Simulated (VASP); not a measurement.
# Ag in VASP: further runs, part 2 of 2

VASP 6.6.1.

**3. Electric field gradients, PBEsol (volume scaled by 0.94)**

Input file INCAR:

```
PREC = Accurate
ENCUT = 520
EDIFF = 1E-8
ISMEAR = -1
SIGMA = 0.03
LREAL = False
LASPH = True
NELM = 100
ALGO = Normal
ISIF = 2
LWAVE = False
LCHARG = False
GGA = PS
LEFG = True
NBANDS = 12
```

Input file KPOINTS:

```
Automatic mesh
0
Gamma
  15 15 15
```

Input file POSCAR:

```
Ag
1.0
    0.0000000000      2.0013923787      2.0013923787
    2.0013923787      0.0000000000      2.0013923787
    2.0013923787      2.0013923787      0.0000000000
Ag
1
Direct
    0.0000000000      0.0000000000      0.0000000000
```

Potentials or basis: VASP PAW PBE potentials, release 64 (Ag).

Launch:

```sh
$ cat potpaw_PBE.64/Ag/POTCAR > POTCAR
$ mpirun -np 1 vasp_std > vasp.out
```

OUTCAR:

```text
PREC = Accurate
   ENCUT = 520
   EDIFF = 1E-8
   ISMEAR = -1
   LREAL = False
   LASPH = True
   NELM = 100
   ISIF = 2
   GGA = PS

 ion  position               nearest neighbor table
   1  0.000  0.000  0.000-

  LATTYP: Found a face centered cubic cell.
 ALAT       =     4.0027847574

  Lattice vectors:

 A1 = (   0.0000000000,   2.0013923787,   2.0013923787)
 A2 = (   2.0013923787,   0.0000000000,   2.0013923787)
 A3 = (   2.0013923787,   2.0013923787,   0.0000000000)

Analysis of symmetry for initial positions (statically):
=====================================================================
 Subroutine PRICEL returns:
 Original cell was already a primitive cell.

 Routine SETGRP: Setting up the symmetry group for a
 face centered cubic supercell.

 Subroutine GETGRP returns: Found 48 space group operations
 (whereof 48 operations were pure point group operations)
 out of a pool of 48 trial point group operations.

The static configuration has the point symmetry O_h .

Analysis of symmetry for dynamics (positions and initial velocities):
=====================================================================
 Subroutine PRICEL returns:
 Original cell was already a primitive cell.

 Routine SETGRP: Setting up the symmetry group for a
 face centered cubic supercell.

 Subroutine GETGRP returns: Found 48 space group operations
 (whereof 48 operations were pure point group operations)
 out of a pool of 48 trial point group operations.

The dynamic configuration has the point symmetry O_h .

 Subroutine INISYM returns: Found 48 space group operations
 (whereof 48 operations are pure point group operations),
 and found     1 'primitive' translations

----------------------------------------------------------------------------------------

                                     Primitive cell

  volume of cell :      16.0334

  direct lattice vectors                    reciprocal lattice vectors
     0.000000000  2.001392379  2.001392379    -0.249826074  0.249826074  0.249826074
     2.001392379  0.000000000  2.001392379     0.249826074 -0.249826074  0.249826074
     2.001392379  2.001392379  0.000000000     0.249826074  0.249826074 -0.249826074

  length of vectors
     2.830396246  2.830396246  2.830396246     0.432711453  0.432711453  0.432711453

  position of ions in fractional coordinates (direct lattice)
     0.000000000  0.000000000  0.000000000

  ion indices of the primitive-cell ions
   primitive index   ion index
                 1           1

----------------------------------------------------------------------------------------

 KPOINTS: Automatic mesh

Automatic generation of k-mesh.
 Grid dimensions read from file:
 generate k-points for:   15   15   15

 Generating k-lattice:
[... 70 lines left out ...]
   POTIM  = 0.5000    time-step for ionic-motion
   TEBEG  =    0.0;   TEEND  =   0.0 temperature during run
   PSTRESS=    0.0 pullay stress
   NELECT =      11.0000    total number of electrons
   NUPDOWN=      -1.0000    fix difference up-down
   EMIN   =  10.00;   EMAX   =-10.00  energy-range for DOS
   EFERMI =   0.00;   METHOD = LEGACY
   ISMEAR =    -1;   SIGMA  =   0.03  broadening in eV -4-tet -1-fermi 0-gaus
   EFERMI_NEDOS =   21; number of points for ismear=-14 and -15
   IALGO  =     38    algorithm
   IMIX   =      4    mixing-type and parameters
     AMIX     =   0.40;   BMIX     =  1.00
     AMIX_MAG =   1.60;   BMIX_MAG =  1.00
  volume/ion in A,a.u.               =      16.03       108.20
  Fermi-wavevector in a.u.,A,eV,Ry     =   1.443877  2.728532 28.365159  2.084780
  Thomas-Fermi vector in A             =   2.562235
   LORBIT       =      0    0 simple, 1 ext, 2 COOP (PROOUT), +10 PAW based schemes
   GGA     = PS    functional components
   LHFCALC =     F    Hartree Fock is set to
   AEXX    =    0.0000 exact exchange contribution
   IVDW    =     0    specifies the selected vdW correction
   LEPSILON=     F    determine dielectric tensor
   LRPA    =     F    only Hartree local field effects (RPA)
 non-spin polarized calculation
  energy-cutoff  :      520.00
  volume of cell :       16.03
 maximum number of plane-waves:       444
 NGX is ok and might be reduce to    24
   NGX = 11   NGY = 11   NGZ = 11

 number of electron      11.0000002 magnetization

 Free energy of the ion-electron system (eV)
  ---------------------------------------------------
  ext. energy  EPLUGINS =         0.00000000
  ---------------------------------------------------
  free energy    TOTEN  =        -3.29803995 eV

  energy without entropy =       -3.29658538  energy(sigma->0) =       -3.29731267

 E-fermi :   9.2903     XC(G=0): -12.7840

 val. band max:        9.2867470944   @ k =  -0.2667   0.2667   0.0000
 cond. band min:       9.3004228135   @ k =  -0.3333   0.2000   0.0000
 fundamental gap:      0.0136757191
 Fermi energy:         9.2903305784

 k-point     1 :       0.0000    0.0000    0.0000
  band No.  band energies     occupation
      1       0.8183      2.00000
      2       4.1050      2.00000
      3       4.1050      2.00000
      4       4.1050      2.00000
      5       5.2710      2.00000
      6       5.2710      2.00000
      7      25.2213      0.00000
      8      29.1585      0.00000
      9      29.1585      0.00000
     10      29.1585      0.00000
     11      34.1412      0.00000
     12      35.6969      0.00000
[... 331 lines left out ...]
 k-point    24 :       0.2000    0.1333    0.0000
  band No.  band energies     occupation
      1       2.0135      2.00000
      2       3.6584      2.00000
      3       4.5026      2.00000
      4       4.5411      2.00000
      5       4.9787      2.00000
      6       5.4828      2.00000
      7      24.6769      0.00000
      8      26.0989      0.00000
      9      26.8113      0.00000
     10      28.1601      0.00000
     11      32.3900      0.00000
     12      35.0913      0.00000

 [... further k-points ...]

------------------------ aborting loop because EDIFF is reached ----------------------------------------

  FORCE on cell =-STRESS in cart. coord.  units (eV):
  Direction    XX          YY          ZZ          XY          YZ          ZX
  --------------------------------------------------------------------------------------
  -------------------------------------------------------------------------------------
  Total        0.4608561      0.4608561      0.4608561      0.0000000      0.0000000      0.0000000
  in kB       46.0520782     46.0520782     46.0520782      0.0000000      0.0000000      0.0000000
  external PRESSURE =      46.0520782 kB  Pullay stress =       0.0000000 kB

 VOLUME and BASIS-vectors are now :
 -----------------------------------------------------------------------------
  energy-cutoff  :      520.00
  volume of cell :       16.03
      direct lattice vectors                 reciprocal lattice vectors
     0.000000000  2.001392379  2.001392379    -0.249826074  0.249826074  0.249826074
     2.001392379  0.000000000  2.001392379     0.249826074 -0.249826074  0.249826074
     2.001392379  2.001392379  0.000000000     0.249826074  0.249826074 -0.249826074

 POSITION                                       TOTAL-FORCE (eV/Angst)
 -----------------------------------------------------------------------------------
      0.00000      0.00000      0.00000        -0.000000      0.000000      0.000000
 -----------------------------------------------------------------------------------
    total drift:                               -0.000000      0.000000     -0.000000

  FREE ENERGIE OF THE ION-ELECTRON SYSTEM (eV)
  ---------------------------------------------------
  free  energy   TOTEN  =        -3.2980399530 eV

  energy  without entropy=       -3.2965853840  energy(sigma->0) =       -3.29731267

 Electric field gradients (V/A^2)
---------------------------------------------------------------------
 ion       V_xx      V_yy      V_zz      V_xy      V_xz      V_yz
---------------------------------------------------------------------
   1      -0.000     0.000     0.000     0.000     0.000     0.000
---------------------------------------------------------------------

 Electric field gradients after diagonalization (V/A^2)
 (convention: |V_zz| > |V_xx| > |V_yy|)
----------------------------------------------------------------------
 ion       V_xx      V_yy      V_zz     asymmetry (V_yy - V_xx)/ V_zz
----------------------------------------------------------------------
   1      -0.000    -0.000     0.000       0.000
----------------------------------------------------------------------

           NMR quadrupolar parameters

 Cq : quadrupolar parameter    Cq=e*Q*V_zz/h
 eta: asymmetry parameters     (V_yy - V_xx)/ V_zz
 Q  : nuclear electric quadrupole moment in mb (millibarn)
----------------------------------------------------------------------
 ion       Cq(MHz)       eta       Q (mb)
----------------------------------------------------------------------
   1       0.000       0.000       1.000
----------------------------------------------------------------------
```

It took 11 s on 1 thread of Intel Xeon 6975P-C, shared host; peak memory 0.15 GiB.

What came out:

- Free energy: -3.2980 eV
- Pressure: 4.6 GPa

Caveat: without QUAD_EFG the Cq values of the log hold for a quadrupole moment of 1 mb, not for the nuclei; the PAW data sets were made with another functional, which shifts forces and pressure a little.

**4. Electric field gradients, PBEsol (volume scaled by 0.98)**

Input file INCAR:

```
SYSTEM = Ag
  PREC = Accurate
  ENCUT = 520
  EDIFF = 1E-8
  ISMEAR = -1
  SIGMA = 0.03
  LREAL = .FALSE.
  LASPH = .TRUE.
  NELM = 100
  ALGO = Normal
  ISIF = 2
  LWAVE = .FALSE.
  LCHARG = .FALSE.
  GGA = PS
  LEFG = .TRUE.
  NBANDS = 12
```

Input file KPOINTS:

```
regular mesh
0
G
  15 15 15
  0 0 0
```

Input file POSCAR:

```
Ag
1.0
    0.0000000000      2.0293875063      2.0293875063
    2.0293875063      0.0000000000      2.0293875063
    2.0293875063      2.0293875063      0.0000000000
Ag
1
Direct
    0.0000000000      0.0000000000      0.0000000000
```

Potentials or basis: VASP PAW PBE potentials, release 64 (Ag).

Launch:

```sh
$ cat potpaw_PBE.64/Ag/POTCAR > POTCAR
$ mpirun -np 1 vasp_std > vasp.out
```

OUTCAR:

```text
SYSTEM = Ag
   PREC = Accurate
   ENCUT = 520
   EDIFF = 1E-8
   ISMEAR = -1
   LREAL = .FALSE.
   LASPH = .TRUE.
   NELM = 100
   ISIF = 2
   GGA = PS

 ion  position               nearest neighbor table
   1  0.000  0.000  0.000-

  LATTYP: Found a face centered cubic cell.
 ALAT       =     4.0587750126

  Lattice vectors:

 A1 = (   0.0000000000,   2.0293875063,   2.0293875063)
 A2 = (   2.0293875063,   0.0000000000,   2.0293875063)
 A3 = (   2.0293875063,   2.0293875063,   0.0000000000)

[... 564 lines left out ...]
    total drift:                               -0.000000      0.000000      0.000000

  FREE ENERGIE OF THE ION-ELECTRON SYSTEM (eV)
  ---------------------------------------------------
  free  energy   TOTEN  =        -3.3061466643 eV

  energy  without entropy=       -3.3046755363  energy(sigma->0) =       -3.30541110

 Electric field gradients (V/A^2)
---------------------------------------------------------------------
 ion       V_xx      V_yy      V_zz      V_xy      V_xz      V_yz
---------------------------------------------------------------------
   1       0.000     0.000    -0.000     0.001     0.001     0.001
---------------------------------------------------------------------

 Electric field gradients after diagonalization (V/A^2)
 (convention: |V_zz| > |V_xx| > |V_yy|)
----------------------------------------------------------------------
 ion       V_xx      V_yy      V_zz     asymmetry (V_yy - V_xx)/ V_zz
----------------------------------------------------------------------
   1      -0.001    -0.001     0.001       0.000
----------------------------------------------------------------------

           NMR quadrupolar parameters

 Cq : quadrupolar parameter    Cq=e*Q*V_zz/h
 eta: asymmetry parameters     (V_yy - V_xx)/ V_zz
 Q  : nuclear electric quadrupole moment in mb (millibarn)
----------------------------------------------------------------------
 ion       Cq(MHz)       eta       Q (mb)
----------------------------------------------------------------------
   1       0.000       0.000       1.000
----------------------------------------------------------------------
```

stdout:

```text
POSCAR found type information on POSCAR Ag
 POSCAR found :  1 types and       1 ions
 scaLAPACK will be used
 -----------------------------------------------------------------------------
|                                                                             |
|                                                                             |
|     You enforced a specific xc type in the INCAR file but a different       |
|     I HOPE YOU KNOW WHAT YOU ARE DOING!                                     |
|                                                                             |
 -----------------------------------------------------------------------------

 LDA part: xc-table for (Slater+PW92), standard interpolation
 POSCAR, INCAR and KPOINTS ok, starting setup
 FFT: planning ... GRIDC
 FFT: planning ... GRID_SOFT
 FFT: planning ... GRID
 WAVECAR not read
 entering main loop
ion   1
```

Wall time 9.1 s (1 thread of Intel Xeon 6975P-C, shared host); peak memory 0.15 GiB.

Results:

```yaml
Free_energy: -3.3061 eV
Pressure: -0.8 GPa
```

Levels at points of the mesh, in eV from the Fermi level:
| k point | band 2 | band 3 | band 4 | band 5 | band 6 | band 7 | band 8 | band 9 | band 10 | band 11 |
| --- | --- | --- | --- | --- | --- | --- | --- | --- | --- | --- |
| (0.00, 0.00, 0.00) | -5.00 | -5.00 | -5.00 | -3.91 | -3.91 | 15.88 | 19.57 | 19.57 | 19.57 | 24.44 |

Caveat: without QUAD_EFG the Cq values of the log hold for a quadrupole moment of 1 mb, not for the nuclei; the PAW data sets were made with another functional, which shifts forces and pressure a little.

**5. Summary**

```csv
cell,gap on the mesh (eV),pressure (GPa)
"a = 2.918, b = 2.918, c = 2.947 Å, angles 59.7, 59.7, 60.7°, 1 atom",none,-6.5
"a = 2.830 Å, angles 60.0°, 1 atom",none,4.6
"a = 2.870 Å, angles 60.0°, 1 atom",none,-0.8
```

Alike in all rows: task electric field gradients; level PBEsol; potentials or basis VASP PAW PBE potentials, release 64 (Ag); no spin polarisation; k mesh 15 × 15 × 15; cutoff (eV) 520; smearing fermi-dirac 0.03 eV.

Caveats: the PAW data sets were made with another functional, which shifts forces and pressure a little.

Absolute energies hang on the potentials; compare differences alone.
